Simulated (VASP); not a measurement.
Set up this calculation in VASP 6.6.1, as the native input.

```
Task                   : single point
Functional             : LDA
Potentials or basis    : VASP PAW LDA potentials, release 64 (Cs_sv, I, Sn_d)
Cutoff                 : 520 eV
k mesh                 : 5 × 5 × 5
Occupations            : fermi-dirac, width 0.05 eV
Spin                   : no spin polarisation
Dipole correction      : no
Further INCAR settings : ALGO = Normal; EDIFF = 1e-06; NBANDS = 30
```

The structure of CsSnI3 lies in POSCAR:

```
CsSnI3
1.0
    6.2873633123      0.0000000000      0.0000000000
    0.0000000000      6.2873633123      0.0000000000
    0.0000000000      0.0000000000      6.2873633123
Cs I Sn
1 3 1
Direct
    0.0000000000      0.0000000000      0.0000000000
    0.5000000000      0.5000000000      0.0000000000
    0.5000000000      0.0000000000      0.5000000000
    0.0000000000      0.5000000000      0.5000000000
    0.5000000000      0.5000000000      0.5000000000
```

This cell differs from its parent crystal: volume scaled by 1.04.

One way to write it, as run:

INCAR

```
SYSTEM = CsSnI3
  PREC = Accurate
  ENCUT = 520
  EDIFF = 1E-6
  ISMEAR = -1
  SIGMA = 0.05
  LREAL = .False.
  LASPH = .True.
  NELM = 100
  ALGO = Normal
  ISIF = 2
  LWAVE = .False.
  LCHARG = .False.
  NBANDS = 30
```

KPOINTS

```
regular mesh
0
Gamma
  5 5 5
  0 0 0
```

Potentials or basis: VASP PAW LDA potentials, release 64 (Cs_sv, I, Sn_d).

Run with:

```sh
$ cat potpaw_LDA.64/Cs_sv/POTCAR potpaw_LDA.64/I/POTCAR potpaw_LDA.64/Sn_d/POTCAR > POTCAR
$ mpirun -np 1 vasp_std > vasp.out
```

It gave:

```json
{
  "Pressure": "-2.0 GPa",
  "Band gap on the k mesh": "1.76 eV, direct"
}
```

Caveat: spin-orbit coupling is left out, which moves the levels of the heavy elements.

Wall time 40 s on 1 thread of Intel(R) Xeon(R) 6975P-C (Granite Rapids), with other jobs on the host, peak memory 0.29 GiB.
